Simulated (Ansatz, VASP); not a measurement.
## One calculation of Hf2Pd2Se2Br2O3, two programs

```
Hf Pd Se Br O
1.0
     3.72613    0.00000    0.00000
    -1.86306    3.22692    0.00000
     0.00000    0.00000   17.00867
Hf Pd Se Br O
2 2 2 2 3
Direct
  0.66667 0.33333 0.93385
  0.33333 0.66667 0.06615
  0.00000 0.00000 0.30298
  0.00000 0.00000 0.69702
  0.33333 0.66667 0.22649
  0.66667 0.33333 0.77351
  0.66667 0.33333 0.39862
  0.33333 0.66667 0.60138
  0.33333 0.66667 0.92689
  0.66667 0.33333 0.07311
  0.00000 0.00000 0.00000
```

Alike in both runs: functional RPBE; k mesh 8 × 8 × 2; occupations fermi-dirac, width 0.05 eV; no spin polarisation.

|  | VASP | Ansatz |
| --- | --- | --- |
| version | VASP 6.6.1 | Ansatz 0.2.0 |
| potentials or method | VASP PAW PBE potentials, release 64 (Hf_pv, Pd, Se, Br, O) | Ansatz PAW |
| plane-wave cutoff (eV) | 520 | 420 |
| valence electrons in the cell | 84 | 152 |
| task | single point | band structure |

|  | VASP | Ansatz | Ansatz less VASP |
| --- | --- | --- | --- |
| gap on the k mesh at the Fermi level (eV) | none | none | - |
| pressure (GPa) | 2.2 | 3.0 | +0.81 |
| traceless stress, the component that is largest in VASP (GPa) | -0.14 | -0.34 | -0.208 |
| rms of the force components (eV/Å) | 0.052 | 0.059 | +0.0067 |

VASP's potentials were made for PBE, not for RPBE. Atom by atom the forces differ by 0.040 eV/Å (rms over components). A gap of «none» marks a metal or a gap that the smearing closes. The functional is the same, so the differences come from potentials, cutoffs and numerics. VASP's potentials hold 84 valence electrons a cell and Ansatz's 152, so a difference there can come from the potentials and not from the codes.

Spin-orbit coupling is off throughout.
